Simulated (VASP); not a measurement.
# CaS in VASP: further runs

Aim: see how the results for CaS move with the level of theory and the settings. Levels: PBE, revPBE. Tasks: single point.

All numbers are computed with VASP 6.6.1; they aren't measurements. Logs are shortened: lines on timing, memory, paths and dates and some standing lists are left out, and cuts for length are marked.

### Step 1. The cell of the first run

The structure is cubic, space group Fm-3m (No. 225). The conventional cell has a = 5.686 Å, b = 5.686 Å, c = 5.686 Å, α = 90.00°, β = 90.00°, γ = 90.00°. Within 3.7 Å of Ca (site symmetry m-3m) lie 6 S at 2.84 Å. S (site symmetry m-3m) has 6 Ca at 2.84 Å within 3.7 Å.

### Step 2. Single point, PBE

Input file INCAR:

```
SYSTEM = CaS
ALGO     = Normal         ! electronic algorithm
EDIFF    = 1E-6           ! SCF threshold, eV
ENCUT    = 500            ! plane-wave cutoff, eV
GGA      = PE             ! functional
GGA_COMPAT= .FALSE.      
ISIF     = 2              ! what is computed and relaxed
ISMEAR   = -1             ! smearing method
LASPH    = .TRUE.         ! aspherical terms in the spheres
LCHARG   = .FALSE.        ! write CHGCAR
LREAL    = .FALSE.        ! projectors in reciprocal space
LWAVE    = .FALSE.        ! write WAVECAR
NBANDS   = 15             ! bands
NELM     = 120            ! most SCF steps
PREC     = Accurate       ! precision mode
SIGMA    = 0.01           ! smearing width, eV
```

Input file KPOINTS:

```
k-points
0
G
  7 7 7
  0 0 0
```

Input file POSCAR:

```
CaS
1.0
    0.0000000000      2.8430000000      2.8430000000
    2.8430000000      0.0000000000      2.8430000000
    2.8430000000      2.8430000000      0.0000000000
Ca S
1 1
Direct
    0.0000000000      0.0000000000      0.0000000000
    0.5000000000      0.5000000000      0.5000000000
```

Potentials or basis: VASP PAW PBE potentials, release 64 (Ca_sv, S).

Command:

```console
$ cat potpaw_PBE.64/Ca_sv/POTCAR potpaw_PBE.64/S/POTCAR > POTCAR
$ mpirun -np 1 vasp_std > vasp.out
```

OUTCAR:

```text
SYSTEM = CaS
   EDIFF = 1E-6
   ENCUT = 500
   GGA = PE
   ISIF = 2
   ISMEAR = -1
   LASPH = .TRUE.
   LREAL = .FALSE.
   NELM = 120
   PREC = Accurate

 ion  position               nearest neighbor table
   1  0.000  0.000  0.000-   2 2.84   2 2.84   2 2.84   2 2.84   2 2.84   2 2.84
   2  0.500  0.500  0.500-   1 2.84   1 2.84   1 2.84   1 2.84   1 2.84   1 2.84

  LATTYP: Found a face centered cubic cell.
 ALAT       =     5.6860000000

  Lattice vectors:

 A1 = (   0.0000000000,   2.8430000000,   2.8430000000)
 A2 = (   2.8430000000,   0.0000000000,   2.8430000000)
 A3 = (   2.8430000000,   2.8430000000,   0.0000000000)

Analysis of symmetry for initial positions (statically):
=====================================================================
 Subroutine PRICEL returns:
 Original cell was already a primitive cell.

 Routine SETGRP: Setting up the symmetry group for a
 face centered cubic supercell.

 Subroutine GETGRP returns: Found 48 space group operations
 (whereof 48 operations were pure point group operations)
 out of a pool of 48 trial point group operations.

The static configuration has the point symmetry O_h .

Analysis of symmetry for dynamics (positions and initial velocities):
=====================================================================
 Subroutine PRICEL returns:
 Original cell was already a primitive cell.

 Routine SETGRP: Setting up the symmetry group for a
 face centered cubic supercell.

 Subroutine GETGRP returns: Found 48 space group operations
 (whereof 48 operations were pure point group operations)
 out of a pool of 48 trial point group operations.

The dynamic configuration has the point symmetry O_h .

 Subroutine INISYM returns: Found 48 space group operations
 (whereof 48 operations are pure point group operations),
 and found     1 'primitive' translations

----------------------------------------------------------------------------------------

                                     Primitive cell

  volume of cell :      45.9579

  direct lattice vectors                    reciprocal lattice vectors
     0.000000000  2.843000000  2.843000000    -0.175870559  0.175870559  0.175870559
     2.843000000  0.000000000  2.843000000     0.175870559 -0.175870559  0.175870559
     2.843000000  2.843000000  0.000000000     0.175870559  0.175870559 -0.175870559

  length of vectors
     4.020609158  4.020609158  4.020609158     0.304616744  0.304616744  0.304616744

  position of ions in fractional coordinates (direct lattice)
     0.000000000  0.000000000  0.000000000
     0.500000000  0.500000000  0.500000000

  ion indices of the primitive-cell ions
   primitive index   ion index
                 1           1
                 2           2

----------------------------------------------------------------------------------------

 KPOINTS: k-points

Automatic generation of k-mesh.
 Grid dimensions read from file:
 generate k-points for:    7    7    7

 Generating k-lattice:

  Cartesian coordinates                     Fractional coordinates (reciprocal lattice)
    -0.025124366  0.025124366  0.025124366     0.142857143  0.000000000  0.000000000
     0.025124366 -0.025124366  0.025124366     0.000000000  0.142857143  0.000000000
     0.025124366  0.025124366 -0.025124366     0.000000000  0.000000000  0.142857143

  Length of vectors
     0.043516678  0.043516678  0.043516678

  Shift w.r.t. Gamma in fractional coordinates (k-lattice)
     0.000000000  0.000000000  0.000000000

 Subroutine IBZKPT returns following result:
 ===========================================

 Found     20 irreducible k-points:

 Following reciprocal coordinates:
            Coordinates               Weight
  0.000000  0.000000  0.000000      1.000000
  0.142857  0.000000  0.000000      8.000000
  0.285714  0.000000  0.000000      8.000000
  0.428571  0.000000  0.000000      8.000000
  0.142857  0.142857  0.000000      6.000000
  0.285714  0.142857  0.000000     24.000000
[... 12 lines left out ...]
 -0.428571  0.428571  0.142857     24.000000
 -0.285714  0.428571  0.142857     24.000000
   k-points           NKPTS =     20   k-points in BZ     NKDIM =     20   number of bands    NBANDS=     15
   number of dos      NEDOS =    301   number of ions     NIONS =      2
   total plane-waves  NPLWV =  27000
   dimension x,y,z NGX =    30 NGY =   30 NGZ =   30
   dimension x,y,z NGXF=    60 NGYF=   60 NGZF=   60
   ions per type =               1   1
   NGX,Y,Z   is equivalent  to a cutoff of  12.40, 12.40, 12.40 a.u.
   NGXF,Y,Z  is equivalent  to a cutoff of  24.81, 24.81, 24.81 a.u.
 SYSTEM =  CaS
   PREC   = accura    normal or accurate (medium, high low for compatibility)
   ISTART =      0    job   : 0-new  1-cont  2-samecut
   ICHARG =      2    charge: 1-file 2-atom 10-const
   ISPIN  =      1    spin polarized calculation?
   LNONCOLLINEAR =      F non collinear calculations
   LSORBIT =      F    spin-orbit coupling
   LASPH  =      T    aspherical Exc in radial PAW
   ENCUT  =  500.0 eV  36.75 Ry    6.06 a.u.   7.33  7.33  7.33*2*pi/ulx,y,z
   NELM   =    120;   NELMIN=  2; NELMDL= -5     # of ELM steps
   EDIFF  = 0.1E-05   stopping-criterion for ELM
   LREAL  =      F    real-space projection
[... 7 lines left out ...]
   TEBEG  =    0.0;   TEEND  =   0.0 temperature during run
   PSTRESS=    0.0 pullay stress
   NELECT =      16.0000    total number of electrons
   NUPDOWN=      -1.0000    fix difference up-down
   EMIN   =  10.00;   EMAX   =-10.00  energy-range for DOS
   EFERMI =   0.00;   METHOD = LEGACY
   ISMEAR =    -1;   SIGMA  =   0.01  broadening in eV -4-tet -1-fermi 0-gaus
   EFERMI_NEDOS =   21; number of points for ismear=-14 and -15
   IALGO  =     38    algorithm
   IMIX   =      4    mixing-type and parameters
     AMIX     =   0.40;   BMIX     =  1.00
     AMIX_MAG =   1.60;   BMIX_MAG =  1.00
  volume/ion in A,a.u.               =      22.98       155.07
  Fermi-wavevector in a.u.,A,eV,Ry     =   1.151670  2.176340 18.045996  1.326343
  Thomas-Fermi vector in A             =   2.288326
   LORBIT       =      0    0 simple, 1 ext, 2 COOP (PROOUT), +10 PAW based schemes
   GGA     = PE    functional components
   LHFCALC =     F    Hartree Fock is set to
   AEXX    =    0.0000 exact exchange contribution
   IVDW    =     0    specifies the selected vdW correction
   LEPSILON=     F    determine dielectric tensor
   LRPA    =     F    only Hartree local field effects (RPA)
 non-spin polarized calculation
  energy-cutoff  :      500.00
  volume of cell :       45.96
 maximum number of plane-waves:      1211
 NGX is ok and might be reduce to    30
   NGX = 15   NGY = 15   NGZ = 15

 number of electron      16.0000004 magnetization

 Free energy of the ion-electron system (eV)
  ---------------------------------------------------
  ext. energy  EPLUGINS =         0.00000000
  ---------------------------------------------------
  free energy    TOTEN  =       -10.36241806 eV

  energy without entropy =      -10.36241806  energy(sigma->0) =      -10.36241806

 E-fermi :   3.0830     XC(G=0):  -9.3358

 val. band max:        2.7618221278   @ k =   0.0000   0.0000   0.0000
 cond. band min:       5.1746826784   @ k =   0.4286   0.4286   0.0000
 fundamental gap:      2.4128605506
 Fermi energy:         3.0830149426

 k-point     1 :       0.0000    0.0000    0.0000
  band No.  band energies     occupation
      1     -36.4193      2.00000
      2     -17.3999      2.00000
      3     -17.3999      2.00000
      4     -17.3999      2.00000
      5      -8.5797      2.00000
      6       2.7618      2.00000
      7       2.7618      2.00000
      8       2.7618      2.00000
      9       6.9258      0.00000
     10       6.9258      0.00000
     11       6.9258      0.00000
     12       6.9389      0.00000
     13       7.5238      0.00000
     14       7.5238      0.00000
     15      13.6384      0.00000

 k-point     2 :       0.1429    0.0000    0.0000
  band No.  band energies     occupation
      1     -36.4171      2.00000
      2     -17.4329      2.00000
      3     -17.4024      2.00000
      4     -17.4024      2.00000
      5      -8.4390      2.00000
      6       1.9378      2.00000
      7       2.4752      2.00000
      8       2.4752      2.00000
      9       6.9287      0.00000
     10       7.2206      0.00000
     11       7.2206      0.00000
     12       7.9002      0.00000
     13       8.0536      0.00000
     14       8.0536      0.00000
     15      13.7445      0.00000

 k-point     3 :       0.2857    0.0000    0.0000
  band No.  band energies     occupation
      1     -36.4122      2.00000
      2     -17.5055      2.00000
      3     -17.4080      2.00000
      4     -17.4080      2.00000
      5      -8.1022      2.00000
      6       0.6221      2.00000
      7       1.9668      2.00000
      8       1.9668      2.00000
      9       7.1419      0.00000
     10       7.9520      0.00000
     11       7.9520      0.00000
     12       9.2977      0.00000
     13       9.2977      0.00000
     14       9.3149      0.00000
     15      13.0116      0.00000
[... 271 lines left out ...]
 k-point    19 :      -0.4286    0.4286    0.1429
  band No.  band energies     occupation
      1     -36.4046      2.00000
      2     -17.5130      2.00000
      3     -17.4609      2.00000
      4     -17.4490      2.00000
      5      -7.8832      2.00000
      6       0.5453      2.00000
      7       1.4991      2.00000
      8       1.5390      2.00000
      9       6.1842      0.00000
     10       8.6191      0.00000
     11       8.9384      0.00000
     12       9.5275      0.00000
     13       9.6000      0.00000
     14      10.1355      0.00000
     15      12.5141      0.00000

 k-point    20 :      -0.2857    0.4286    0.1429
  band No.  band energies     occupation
      1     -36.4042      2.00000
      2     -17.4933      2.00000
      3     -17.4922      2.00000
      4     -17.4455      2.00000
      5      -7.8283      2.00000
      6       0.7967      2.00000
      7       0.8763      2.00000
      8       1.4696      2.00000
      9       7.1702      0.00000
     10       8.1241      0.00000
     11       8.9640      0.00000
     12       9.3038      0.00000
     13       9.4832      0.00000
     14      11.5284      0.00000
     15      12.7302      0.00000

------------------------ aborting loop because EDIFF is reached ----------------------------------------

  FORCE on cell =-STRESS in cart. coord.  units (eV):
  Direction    XX          YY          ZZ          XY          YZ          ZX
  --------------------------------------------------------------------------------------
  -------------------------------------------------------------------------------------
  Total        0.2725971      0.2725971      0.2725971      0.0000000      0.0000000      0.0000000
  in kB        9.5032288      9.5032288      9.5032288      0.0000000      0.0000000      0.0000000
  external PRESSURE =       9.5032288 kB  Pullay stress =       0.0000000 kB

 VOLUME and BASIS-vectors are now :
 -----------------------------------------------------------------------------
  energy-cutoff  :      500.00
  volume of cell :       45.96
      direct lattice vectors                 reciprocal lattice vectors
     0.000000000  2.843000000  2.843000000    -0.175870559  0.175870559  0.175870559
     2.843000000  0.000000000  2.843000000     0.175870559 -0.175870559  0.175870559
     2.843000000  2.843000000  0.000000000     0.175870559  0.175870559 -0.175870559

 POSITION                                       TOTAL-FORCE (eV/Angst)
 -----------------------------------------------------------------------------------
      0.00000      0.00000      0.00000        -0.000000      0.000000     -0.000000
      2.84300      2.84300      2.84300         0.000000     -0.000000      0.000000
 -----------------------------------------------------------------------------------
    total drift:                               -0.000000      0.000000      0.000000

  FREE ENERGIE OF THE ION-ELECTRON SYSTEM (eV)
  ---------------------------------------------------
  free  energy   TOTEN  =       -10.3624180589 eV

  energy  without entropy=      -10.3624180589  energy(sigma->0) =      -10.36241806
```

It took 14 s on 1 thread of Intel Xeon Platinum 8259CL at 2.50GHz (Skylake/Cascade Lake), shared host; peak memory 0.17 GiB.

What came out:

```
Free energy            : -10.3624 eV
Pressure               : 1.0 GPa
Band gap on the k mesh : 2.41 eV (least direct gap 3.20 eV)
```

Caveat: an odd mesh through Γ misses points on the zone boundary, where band edges can lie.

### Step 3. Single point, revPBE

Input file INCAR:

```
SYSTEM = CaS
PREC = Accurate
ENCUT = 500
EDIFF = 1E-6
ISMEAR = -1
SIGMA = 0.01
LREAL = .False.
LASPH = .True.
NELM = 120
ALGO = Normal
ISIF = 2
LWAVE = .False.
LCHARG = .False.
GGA = RE
NBANDS = 15
GGA_COMPAT = .False.
```

Input file KPOINTS:

```
Automatic mesh
0
Gamma
  7 7 7
  0 0 0
```

POSCAR is that of step 2.

Potentials or basis: VASP PAW PBE potentials, release 64 (Ca_sv, S).

Command:

```console
$ cat potpaw_PBE.64/Ca_sv/POTCAR potpaw_PBE.64/S/POTCAR > POTCAR
$ mpirun -np 1 vasp_std > vasp.out
```

Wall time 21 s (1 thread of Intel Xeon Platinum 8259CL at 2.50GHz (Skylake/Cascade Lake), shared host); peak memory 0.17 GiB.

It converged, with:

| Property | Result |
| --- | --- |
| Free energy | -9.8357 eV |
| Pressure | 2.6 GPa |
| Band gap on the k mesh | 2.50 eV (least direct gap 3.29 eV) |

Levels at points of the mesh, in eV from the valence-band top:
```csv
k point,band 6,band 7,band 8,band 9,band 10,band 11
"(0.00, 0.00, 0.00)",0.00,0.00,0.00,4.24,4.24,4.24
```

Caveat: the PAW data sets were made with another functional, which shifts forces and pressure a little; an odd mesh through Γ misses points on the zone boundary, where band edges can lie.

### Step 4. Single point, PBE (xy shear strain of +2 %)

Input file INCAR:

```
  PREC = Accurate
  ENCUT = 500
  EDIFF = 1E-6
  ISMEAR = -1
  SIGMA = 0.01
  LREAL = False
  LASPH = True
  NELM = 120
  ALGO = Normal
  ISIF = 2
  LWAVE = False
  LCHARG = True
  GGA = PE
  LELF = True
  LVHAR = True
  NBANDS = 15
  GGA_COMPAT = False
```

Input file KPOINTS:

```
regular mesh
0
Gamma
  7 7 7
```

Input file POSCAR:

```
CaS
1.0
    0.0284300000      2.8430000000      2.8430000000
    2.8430000000      0.0284300000      2.8430000000
    2.8714300000      2.8714300000      0.0000000000
Ca S
1 1
Direct
    0.0000000000      0.0000000000      0.0000000000
    0.5000000000      0.5000000000      0.5000000000
```

Command:

```console
$ cat potpaw_PBE.64/Ca_sv/POTCAR potpaw_PBE.64/S/POTCAR > POTCAR
$ mpirun -np 1 vasp_std > vasp.out
```

Wall time 56 s (1 thread of Intel Xeon Platinum 8259CL at 2.50GHz (Skylake/Cascade Lake), shared host); peak memory 0.19 GiB.

Results (log left out):

```
Free energy            : -10.3605 eV
Pressure               : 1.0 GPa
Band gap on the k mesh : 2.36 eV (least direct gap 3.13 eV)
```

Stress tensor (GPa, compression positive):
```
 0.96 -0.67  0.00
-0.67  0.96  0.00
 0.00  0.00  0.94
```

Levels at points of the mesh, in eV from the valence-band top:
```
           k point  band 6  band 7  band 8  band 9  band 10  band 11
(0.00, 0.00, 0.00)   -0.10   -0.05    0.00    4.03     4.03     4.19
```

Caveat: the cell differs from its parent crystal (xy shear strain of +2 %); an odd mesh through Γ misses points on the zone boundary, where band edges can lie.

### Step 5. Single point, PBE (xy shear strain of -1 %)

Input file INCAR:

```
ALGO = Normal
EDIFF = 1E-6
ENCUT = 500
GGA = PE
GGA_COMPAT = False
ISIF = 2
ISMEAR = -1
LASPH = True
LCHARG = True
LELF = True
LREAL = False
LVHAR = True
LWAVE = False
NBANDS = 15
NELM = 120
PREC = Accurate
SIGMA = 0.01
```

Input file KPOINTS:

```
k-points
0
Gamma
  7 7 7
```

Input file POSCAR:

```
CaS
1.0
   -0.0142150000      2.8430000000      2.8430000000
    2.8430000000     -0.0142150000      2.8430000000
    2.8287850000      2.8287850000      0.0000000000
Ca S
1 1
Direct
    0.0000000000      0.0000000000      0.0000000000
    0.5000000000      0.5000000000      0.5000000000
```

Command:

```console
$ cat potpaw_PBE.64/Ca_sv/POTCAR potpaw_PBE.64/S/POTCAR > POTCAR
$ mpirun -np 1 vasp_std > vasp.out
```

It took 49 s on 1 thread of Intel Xeon Platinum 8259CL at 2.50GHz (Skylake/Cascade Lake), shared host; peak memory 0.19 GiB.

The run converged. Its results:

* Free energy: -10.3619 eV
* Pressure: 1.0 GPa
* Band gap on the k mesh: 2.39 eV (least direct gap 3.16 eV)

Stress tensor (GPa, compression positive):
```
0.95 0.34 0.00
0.34 0.95 0.00
0.00 0.00 0.95
```

Levels at points of the mesh, in eV from the valence-band top:
```
           k point  band 6  band 7  band 8  band 9  band 10  band 11
(0.00, 0.00, 0.00)   -0.05   -0.03    0.00    4.10     4.10     4.18
```

Caveat: the cell differs from its parent crystal (xy shear strain of -1 %); an odd mesh through Γ misses points on the zone boundary, where band edges can lie.

### Step 6. Overview

```csv
level,cell,gap on the mesh (eV),pressure (GPa)
PBE,"a = 4.021 Å, angles 60.0°, 2 atoms",2.41,1.0
revPBE,"a = 4.021 Å, angles 60.0°, 2 atoms",2.50,2.6
PBE,"a = 4.021, b = 4.021, c = 4.061 Å, angles 59.7, 59.7, 59.3°, 2 atoms",2.36,1.0
PBE,"a = 4.021, b = 4.021, c = 4.001 Å, angles 60.2, 60.2, 60.3°, 2 atoms",2.39,1.0
```

Alike in all rows: task single point; potentials or basis VASP PAW PBE potentials, release 64 (Ca_sv, S); no spin polarisation; k mesh 7 × 7 × 7; cutoff (eV) 500; smearing fermi-dirac 0.01 eV.

Caveats: an odd mesh through Γ misses points on the zone boundary, where band edges can lie; the PAW data sets were made with another functional, which shifts forces and pressure a little (at least some runs).

Total energies depend on the potentials used, so only differences within one code and one set of settings carry meaning.
